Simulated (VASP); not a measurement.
Write the native input for VASP 6.6.1 that does the following.

| Quantity | Value |
| --- | --- |
| Task | relaxation of cell and atoms |
| Functional | PBE |
| Potentials or basis | VASP PAW PBE potentials, release 64 (Ho_3, Au, Cl), 4f in core |
| Cutoff | 500 eV |
| k mesh | 12 × 12 × 6 |
| Occupations | gaussian, width 0.1 eV |
| Spin | no spin polarisation |
| Dipole correction | no |
| Mended | yes |
| Further INCAR settings | ALGO = Normal; EDIFF = 1e-07; IBRION = 2; EDIFFG = -0.01; NSW = 100; ISIF = 3 |

The structure of HoAuCl4 lies in POSCAR:

```
HoAuCl4
1.0
    4.8461638107      0.0000000000      0.0000000000
   -2.4230819054      4.1969009710      0.0000000000
    0.0000000000      0.0000000000      6.4844853569
Ho Au Cl
1 1 4
Direct
    0.0000000000      0.0000000000      0.5000000000
    0.0000000000      0.0000000000      0.0000000000
    0.3333333333      0.6666666667      0.7330218201
    0.3333333333      0.6666666667      0.2669781799
    0.6666666667      0.3333333333      0.2669781799
    0.6666666667      0.3333333333      0.7330218201
```

The cell was built from a structure type or drawn by symmetry, and may not be a known phase.

These files were run (other wordings do the same):

INCAR

```
SYSTEM = HoAuCl4
PREC = Accurate
ENCUT = 500
EDIFF = 1E-7
ISMEAR = 0
SIGMA = 0.1
LREAL = .FALSE.
LASPH = .TRUE.
NELM = 200
ALGO = Normal
ISIF = 3
LWAVE = .FALSE.
LCHARG = .FALSE.
GGA = PE
IBRION = 2
NSW = 100
EDIFFG = -0.01
GGA_COMPAT = .FALSE.
NELMIN = 4
LMAXMIX = 6
```

KPOINTS

```
regular mesh
0
G
  12 12 6
  0 0 0
```

Potentials or basis: VASP PAW PBE potentials, release 64 (Ho_3, Au, Cl), 4f in core.

Run with:

```console
$ cat potpaw_PBE.64/Ho_3/POTCAR potpaw_PBE.64/Au/POTCAR potpaw_PBE.64/Cl/POTCAR > POTCAR
$ mpirun -np 1 vasp_std > vasp.out
```

It gave:

| Property | Result |
| --- | --- |
| Relaxed volume | 21.89 Å³/atom |
| Relaxed cell | a = 4.834 Å, b = 4.834 Å, c = 6.490 Å, α = 90.00°, β = 90.00°, γ = 120.00° |
| Space group after relaxing (to 0.1 Å) | P6/mmm (No. 191) |
| Energy gained by relaxing | 0.1 meV/atom |
| Ionic steps | 6 |
| Pressure after relaxing | 0.0 GPa |
| Band gap on the k mesh | zero (bands 24 and 25 overlap by 0.36 eV) |

Caveat: spin-orbit coupling is left out, which moves the levels of the heavy elements; the 4f electrons are frozen in the core, so they carry no moment and show no levels; the run has no spin polarisation, though such a crystal can be magnetic.

Run time: 5.5 min on 1 thread of Intel(R) Xeon(R) 6975P-C (Granite Rapids) (shared host), peak memory 0.42 GiB.
